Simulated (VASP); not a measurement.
# K6NaMg8F24 (a cell with a defect) in VASP: single point with PBEsol

Aim: the single point of K6NaMg8F24 (a cell with a defect) with PBEsol.

All numbers are computed with VASP 6.6.1; they aren't measurements. Logs are shortened: lines on timing, memory, paths and dates and some standing lists are left out, and cuts for length are marked.

## (1) The cell of the first run

The cell holds a defect, 39 atoms: a = 7.983 Å, b = 7.983 Å, c = 7.983 Å, α = 90.00°, β = 90.00°, γ = 90.00°.

## (2) Single point, PBEsol, collinear spin

File INCAR:

```
SYSTEM = K6NaMg8F24
ALGO = Normal
EDIFF = 1E-6
ENCUT = 520
GGA = PS
ISIF = 2
ISMEAR = -1
ISPIN = 2
ISYM = 0
LASPH = .TRUE.
LCHARG = .TRUE.
LELF = .TRUE.
LORBIT = 11
LREAL = Auto
LVHAR = .TRUE.
LWAVE = .FALSE.
MAGMOM = 0 0 0 0 0 0 2 0 0 0 0 0 0 0 0 0 0 0 0 0 0 0 0 0 0 0 0 0 0 0 0 0 0 0 0 0 0 0 0
NBANDS = 152
NELECT = 244.0
NELM = 150
PREC = Accurate
SIGMA = 0.05
```

File KPOINTS:

```
Automatic mesh
0
Gamma
  1 1 1
  0.25 0.25 0.25
```

File POSCAR:

```
K6NaMg8F24
1.0
    7.9825440000      0.0000000000      0.0000000000
    0.0000000000      7.9825440000      0.0000000000
    0.0000000000      0.0000000000      7.9825440000
K Na Mg F
6 1 8 24
Direct
    0.0000010000      0.9992360000      0.4999530000
    0.9998370000      0.4990220000      0.9998320000
    0.0000220000      0.4991960000      0.4996500000
    0.5000250000      0.9990230000      0.9996070000
    0.5000830000      0.9990880000      0.4996590000
    0.4998150000      0.4990760000      0.9999820000
    0.5007590000      0.4992080000      0.4993780000
    0.2478490000      0.2469230000      0.2477970000
    0.2481270000      0.2471290000      0.7518890000
    0.2478450000      0.7514010000      0.2478020000
    0.2478110000      0.7509340000      0.7517310000
    0.7521740000      0.2471790000      0.2477400000
    0.7520620000      0.2468080000      0.7517220000
    0.7519860000      0.7512920000      0.2474850000
    0.7519780000      0.7510650000      0.7518030000
    0.2572180000      0.2561530000      0.9997650000
    0.2542050000      0.2534100000      0.4997850000
    0.2569890000      0.7422800000      0.9997840000
    0.2537140000      0.7448480000      0.4998370000
    0.7433880000      0.2563980000      0.9997760000
    0.7462450000      0.2532180000      0.4996430000
    0.7420730000      0.7415860000      0.9996680000
    0.7462260000      0.7452710000      0.4996480000
    0.9999570000      0.2563420000      0.2572820000
    0.0000450000      0.2558500000      0.7425170000
    0.9999270000      0.7423500000      0.2573070000
    0.9999680000      0.7416240000      0.7423410000
    0.5000630000      0.2533920000      0.2533370000
    0.5001970000      0.2525840000      0.7460340000
    0.4998420000      0.7450060000      0.2539180000
    0.4997770000      0.7451310000      0.7456450000
    0.2577830000      0.9990950000      0.2576930000
    0.2570840000      0.9990330000      0.7426050000
    0.2531830000      0.4992020000      0.2529920000
    0.2534720000      0.4989670000      0.7464890000
    0.7427110000      0.9992150000      0.2568240000
    0.7427660000      0.9990260000      0.7422760000
    0.7463590000      0.4992910000      0.2536310000
    0.7462240000      0.4989430000      0.7459480000
```

Potentials or basis: VASP PAW PBE potentials, release 64 (K_sv, Na_pv, Mg, F).

On the command line:

```console
$ cat potpaw_PBE.64/K_sv/POTCAR potpaw_PBE.64/Na_pv/POTCAR potpaw_PBE.64/Mg/POTCAR potpaw_PBE.64/F/POTCAR > POTCAR
$ mpirun -np 1 vasp_std > vasp.out
```

OUTCAR:

```text
SYSTEM = K6NaMg8F24
   EDIFF = 1E-6
   ENCUT = 520
   GGA = PS
   ISIF = 2
   ISMEAR = -1
   ISPIN = 2
   ISYM = 0
   LASPH = .TRUE.
   LORBIT = 11
   LREAL = Auto
   NELECT = 244.0
   NELM = 150
   PREC = Accurate

 ion  position               nearest neighbor table
   1  0.000  0.999  0.500-  25 2.82  26 2.82  37 2.82  33 2.82  24 2.82  27 2.82  32 2.82  36 2.83
                            13 3.44   8 3.45  10 3.45  11 3.45   9 3.45  12 3.45  15 3.45  14 3.45
   2  1.000  0.499  1.000-  20 2.82  27 2.82  24 2.82  16 2.82  22 2.83  18 2.83  25 2.83  26 2.83
                            12 3.44  14 3.45  15 3.45  11 3.45   8 3.45  13 3.45   9 3.45  10 3.45
   3  0.000  0.499  0.500-  27 2.74  24 2.74  26 2.74  25 2.74  19 2.82  38 2.82  21 2.82  34 2.82
                            23 2.82  17 2.82  39 2.82  35 2.82  11 3.46  12 3.46  10 3.47   8 3.47
   4  0.500  0.999  1.000-  22 2.82  18 2.82  36 2.82  33 2.82  16 2.82  37 2.82  32 2.83  20 2.83
                            14 3.45  13 3.45  15 3.45   9 3.45  10 3.45  11 3.45   8 3.45  12 3.45
   5  0.500  0.999  0.500-  32 2.73  37 2.74  36 2.74  33 2.74  30 2.82  29 2.82  31 2.82  23 2.82
                            17 2.82  21 2.82  19 2.83  28 2.83  13 3.46  10 3.46  14 3.47   8 3.47
   6  0.500  0.499  1.000-  22 2.74  16 2.74  18 2.74  20 2.74  28 2.82  34 2.82  35 2.82  30 2.82
                            38 2.82  31 2.82  29 2.83  39 2.83   9 3.46  14 3.47   8 3.47  12 3.47
   7  0.501  0.499  0.499-
   8  0.248  0.247  0.248-  32 1.98  24 1.98  16 1.98  17 2.01  28 2.01  34 2.01   1 3.45   2 3.45
                             4 3.45   5 3.47   6 3.47   3 3.47
   9  0.248  0.247  0.752-  16 1.98  25 1.98  33 1.98  35 2.01  29 2.01  17 2.01   4 3.45   1 3.45
                             2 3.45   6 3.46   5 3.47   3 3.47
  10  0.248  0.751  0.248-  32 1.98  26 1.98  18 1.98  30 2.01  19 2.01  34 2.01   1 3.45   4 3.45
                             2 3.45   5 3.46   3 3.47   6 3.47
  11  0.248  0.751  0.752-  27 1.98  18 1.98  33 1.98  19 2.01  35 2.01  31 2.01   1 3.45   2 3.45
                             4 3.45   3 3.46   6 3.47   5 3.47
  12  0.752  0.247  0.248-  24 1.98  20 1.98  36 1.98  21 2.01  38 2.01  28 2.01   2 3.44   1 3.45
                             4 3.45   3 3.46   6 3.47   5 3.47
  13  0.752  0.247  0.752-  37 1.98  25 1.98  20 1.98  29 2.01  21 2.01  39 2.01   1 3.44   4 3.45
                             2 3.45   5 3.46   3 3.47   6 3.47
  14  0.752  0.751  0.247-  22 1.98  36 1.98  26 1.98  38 2.01  23 2.01  30 2.01   4 3.45   2 3.45
                             1 3.45   5 3.47   6 3.47   3 3.47
  15  0.752  0.751  0.752-  22 1.98  37 1.98  27 1.98  39 2.01  23 2.01  31 2.01   4 3.45   2 3.45
                             1 3.45   5 3.47   3 3.47   6 3.47
  16  0.257  0.256  1.000-   9 1.98   8 1.98   6 2.74   4 2.82   2 2.82
[... 9 lines left out ...]
  26  1.000  0.742  0.257-  10 1.98  14 1.98   3 2.74   1 2.82   2 2.83
  27  1.000  0.742  0.742-  11 1.98  15 1.98   3 2.74   1 2.82   2 2.82
  28  0.500  0.253  0.253-  12 2.01   8 2.01   6 2.82   5 2.83
  29  0.500  0.253  0.746-  13 2.01   9 2.01   5 2.82   6 2.83
  30  0.500  0.745  0.254-  10 2.01  14 2.01   5 2.82   6 2.82
  31  0.500  0.745  0.746-  11 2.01  15 2.01   5 2.82   6 2.82
  32  0.258  0.999  0.258-  10 1.98   8 1.98   5 2.73   1 2.82   4 2.83
  33  0.257  0.999  0.743-   9 1.98  11 1.98   5 2.74   1 2.82   4 2.82
  34  0.253  0.499  0.253-  10 2.01   8 2.01   6 2.82   3 2.82
  35  0.253  0.499  0.746-   9 2.01  11 2.01   6 2.82   3 2.82
  36  0.743  0.999  0.257-  14 1.98  12 1.98   5 2.74   4 2.82   1 2.83
  37  0.743  0.999  0.742-  13 1.98  15 1.98   5 2.74   1 2.82   4 2.82
  38  0.746  0.499  0.254-  14 2.01  12 2.01   3 2.82   6 2.82
  39  0.746  0.499  0.746-  15 2.01  13 2.01   3 2.82   6 2.83

IMPORTANT INFORMATION: All symmetrisations will be switched off!
NOSYMM: (Re-)initialisation of all symmetry stuff for point group C_1.

----------------------------------------------------------------------------------------

                                     Primitive cell

  volume of cell :     508.6558

  direct lattice vectors                    reciprocal lattice vectors
     7.982544000  0.000000000  0.000000000     0.125273346  0.000000000  0.000000000
     0.000000000  7.982544000  0.000000000     0.000000000  0.125273346  0.000000000
     0.000000000  0.000000000  7.982544000     0.000000000  0.000000000  0.125273346

  length of vectors
     7.982544000  7.982544000  7.982544000     0.125273346  0.125273346  0.125273346

  position of ions in fractional coordinates (direct lattice)
     0.000001000  0.999236000  0.499953000
     0.999837000  0.499022000  0.999832000
     0.000022000  0.499196000  0.499650000
     0.500025000  0.999023000  0.999607000
     0.500083000  0.999088000  0.499659000
     0.499815000  0.499076000  0.999982000
[... 31 lines left out ...]
     0.746359000  0.499291000  0.253631000
     0.746224000  0.498943000  0.745948000

  ion indices of the primitive-cell ions
   primitive index   ion index
                 1           1
                 2           2
                 3           3
                 4           4
[... 84 lines left out ...]
   ENCUT  =  520.0 eV  38.22 Ry    6.18 a.u.  14.84 14.84 14.84*2*pi/ulx,y,z
   NELM   =    150;   NELMIN=  2; NELMDL= -5     # of ELM steps
   EDIFF  = 0.1E-05   stopping-criterion for ELM
   LREAL  =      T    real-space projection
   EDIFFG = 0.1E-04   stopping-criterion for IOM
   NSW    =      0    number of steps for IOM
   IBRION =     -1    ionic relax: 0-MD 1-quasi-New 2-CG
   NFREE  =      0    steps in history (QN), initial steepest desc. (CG)
   ISIF   =      2    stress and relaxation
   ISYM   =      0    0-nonsym 1-usesym 2-fastsym
   POTIM  = 0.5000    time-step for ionic-motion
   TEBEG  =    0.0;   TEEND  =   0.0 temperature during run
   PSTRESS=    0.0 pullay stress
   NELECT =     244.0000    total number of electrons
   NUPDOWN=      -1.0000    fix difference up-down
   EMIN   =  10.00;   EMAX   =-10.00  energy-range for DOS
   EFERMI =   0.00;   METHOD = LEGACY
   ISMEAR =    -1;   SIGMA  =   0.05  broadening in eV -4-tet -1-fermi 0-gaus
   EFERMI_NEDOS =   21; number of points for ismear=-14 and -15
   IALGO  =     38    algorithm
   IMIX   =      4    mixing-type and parameters
     AMIX     =   0.40;   BMIX     =  1.00
     AMIX_MAG =   1.60;   BMIX_MAG =  1.00
  volume/ion in A,a.u.               =      13.04        88.01
  Fermi-wavevector in a.u.,A,eV,Ry     =   1.281534  2.421748 22.345247  1.642329
  Thomas-Fermi vector in A             =   2.413898
   LORBIT       =     11    0 simple, 1 ext, 2 COOP (PROOUT), +10 PAW based schemes
   GGA     = PS    functional components
   LHFCALC =     F    Hartree Fock is set to
   AEXX    =    0.0000 exact exchange contribution
   IVDW    =     0    specifies the selected vdW correction
   LEPSILON=     F    determine dielectric tensor
   LRPA    =     F    only Hartree local field effects (RPA)
 spin polarized calculation
  energy-cutoff  :      520.00
  volume of cell :      508.66
 maximum number of plane-waves:     13679
   NGX = 29   NGY = 29   NGZ = 29

 number of electron     243.9999867 magnetization       1.7387217

 Free energy of the ion-electron system (eV)
  ---------------------------------------------------
  ext. energy  EPLUGINS =         0.00000000
  ---------------------------------------------------
  free energy    TOTEN  =      -192.01344597 eV

  energy without entropy =     -191.80132160  energy(sigma->0) =     -191.90738378

 E-fermi :  -2.2588     XC(G=0):  -9.5231

 val. band max:       -2.2592054164   @ k =   0.2500   0.2500   0.2500
 cond. band min:       5.6191465693   @ k =   0.2500   0.2500   0.2500
 fundamental gap:      7.8783519857
 Fermi energy:        -2.2587655999

 spin component 1

 k-point     1 :       0.2500    0.2500    0.2500
  band No.  band energies     occupation
      1     -27.4807      1.00000
      2     -27.4761      1.00000
      3     -27.4739      1.00000
      4     -27.2826      1.00000
      5     -27.2808      1.00000
      6     -27.2775      1.00000
[... 537 lines left out ...]
    133       8.7320      0.00000
    134       8.7631      0.00000
 Fermi energy:        -2.2587655999

 spin component 2

 k-point     1 :       0.2500    0.2500    0.2500
  band No.  band energies     occupation
      1     -27.4814      1.00000
      2     -27.4768      1.00000
      3     -27.4747      1.00000
      4     -27.2833      1.00000
      5     -27.2815      1.00000
      6     -27.2782      1.00000
[... 537 lines left out ...]
    133       8.7398      0.00000
    134       8.7812      0.00000
 [bands above 134 left out]

------------------------ aborting loop because EDIFF is reached ----------------------------------------

  FORCE on cell =-STRESS in cart. coord.  units (eV):
  Direction    XX          YY          ZZ          XY          YZ          ZX
  --------------------------------------------------------------------------------------
  -------------------------------------------------------------------------------------
  Total       -8.4098175     -8.4311153     -8.4063046      0.0033991      0.0044927      0.0038782
  in kB      -26.4894652    -26.5565497    -26.4784002      0.0107064      0.0141512      0.0122155
  external PRESSURE =     -26.5081384 kB  Pullay stress =       0.0000000 kB

 VOLUME and BASIS-vectors are now :
 -----------------------------------------------------------------------------
  energy-cutoff  :      520.00
  volume of cell :      508.66
      direct lattice vectors                 reciprocal lattice vectors
     7.982544000  0.000000000  0.000000000     0.125273346  0.000000000  0.000000000
     0.000000000  7.982544000  0.000000000     0.000000000  0.125273346  0.000000000
     0.000000000  0.000000000  7.982544000     0.000000000  0.000000000  0.125273346

 POSITION                                       TOTAL-FORCE (eV/Angst)
 -----------------------------------------------------------------------------------
      0.00001      7.97645      3.99090        -0.000355     -0.006339     -0.001729
      7.98124      3.98347      7.98120         0.002102     -0.001317     -0.001111
      0.00018      3.98485      3.98848         0.000662     -0.005549      0.000230
      3.99147      7.97475      7.97941        -0.001100      0.000443      0.001144
      3.99193      7.97526      3.98855         0.000565     -0.002669      0.001497
      3.98980      3.98390      7.98240         0.000968     -0.004809     -0.003361
[... 31 lines left out ...]
      5.95784      3.98561      2.02462        -0.006993     -0.002300      0.004139
      5.95677      3.98283      5.95456        -0.007481      0.001653     -0.006699
 -----------------------------------------------------------------------------------
    total drift:                               -0.000904     -0.048614     -0.014952

  FREE ENERGIE OF THE ION-ELECTRON SYSTEM (eV)
  ---------------------------------------------------
  free  energy   TOTEN  =      -192.0134459684 eV

  energy  without entropy=     -191.8013215966  energy(sigma->0) =     -191.90738378

 total charge

# of ion       s       p       d       tot
------------------------------------------
    1        1.953   5.574   0.025   7.552
    2        1.953   5.574   0.025   7.552
    3        1.955   5.577   0.029   7.561
    4        1.953   5.574   0.025   7.552
    5        1.955   5.577   0.029   7.561
    6        1.955   5.577   0.029   7.561
[... 31 lines left out ...]
   38        1.731   4.357   0.000   6.088
   39        1.731   4.357   0.000   6.088
--------------------------------------------------
tot         54.259 145.339   0.773 200.372

 magnetization (x)

# of ion       s       p       d       tot
------------------------------------------
    1       -0.000  -0.000  -0.000  -0.001
    2       -0.000  -0.000  -0.000  -0.001
    3       -0.000  -0.000  -0.000  -0.001
    4       -0.000  -0.000  -0.000  -0.001
    5       -0.000  -0.000  -0.000  -0.001
    6       -0.000  -0.000  -0.000  -0.001
[... 31 lines left out ...]
   38        0.000   0.068   0.000   0.069
   39        0.000   0.069   0.000   0.069
--------------------------------------------------
tot          0.004   1.569  -0.005   1.567
```

Wall time 52 min (1 thread of Intel Xeon 8259CL, shared host); peak memory 0.92 GiB.

Results:

| Property | Result |
| --- | --- |
| Free energy | -192.0134 eV |
| Largest force | 0.025 eV/Å |
| Net moment | 1.74 μB per cell |
| Site moments | K -0.00; Na -0.00; Mg -0.00; F +0.06, +0.07 (each value once) μB |
| Valence electrons inside the program's atomic spheres | K 7.55, 7.56 (each value once); Na 5.98; Mg 0.36; F 6.09, 6.10 (each value once) |

Forces in eV/Å, atoms in the order of the input:
```
K    0.000 -0.006 -0.002
K    0.002 -0.001 -0.001
K    0.001 -0.006  0.000
K   -0.001  0.000  0.001
K    0.001 -0.003  0.001
K    0.001 -0.005 -0.003
Na   0.000  0.001 -0.001
Mg   0.015  0.020  0.003
Mg   0.001 -0.001 -0.012
Mg   0.006 -0.017  0.005
Mg   0.009  0.002  0.001
Mg  -0.013  0.007  0.003
Mg   0.000  0.020 -0.002
Mg  -0.006 -0.005  0.016
Mg  -0.008 -0.007 -0.012
F    0.001 -0.005  0.009
F    0.001  0.003  0.003
F    0.004 -0.003  0.000
F    0.008 -0.002 -0.004
F   -0.009 -0.001 -0.003
F   -0.009  0.004  0.006
F    0.006  0.007  0.000
F   -0.010 -0.006  0.003
F    0.008 -0.007  0.000
F    0.002  0.005 -0.006
F   -0.002 -0.002 -0.007
F   -0.009  0.004  0.003
F   -0.001  0.004  0.008
F   -0.007  0.013 -0.002
F    0.005 -0.004  0.004
F    0.009 -0.007 -0.005
F   -0.007  0.007 -0.006
F    0.004 -0.001 -0.007
F    0.009  0.000  0.010
F    0.010  0.003 -0.007
F   -0.004 -0.002  0.001
F   -0.001 -0.009  0.003
F   -0.007 -0.002  0.004
F   -0.007  0.002 -0.007
```

Levels at points of the mesh, in eV from the Fermi level:
Spin up:
| k point | band 119 | band 120 | band 121 | band 122 | band 123 | band 124 | band 125 | band 126 | band 127 | band 128 |
| --- | --- | --- | --- | --- | --- | --- | --- | --- | --- | --- |
| (0.25, 0.25, 0.25) | -0.22 | -0.20 | -0.18 | -0.18 | -0.16 | 7.88 | 9.09 | 9.58 | 9.58 | 10.19 |
Spin down:
| k point | band 120 | band 121 | band 122 | band 123 | band 124 | band 125 | band 126 | band 127 |
| --- | --- | --- | --- | --- | --- | --- | --- | --- |
| (0.25, 0.25, 0.25) | -0.06 | -0.03 | -0.03 | 0.00 | 7.90 | 9.12 | 9.60 | 9.61 |

Caveat: the cell carries a net charge on a neutralising background, which shifts energy and pressure; the cell is charged against a uniform background, so pressure and absolute levels hang on convention; a moment this small can come from the mesh or the smearing; the PAW data sets were made with another functional, which shifts forces and pressure a little.
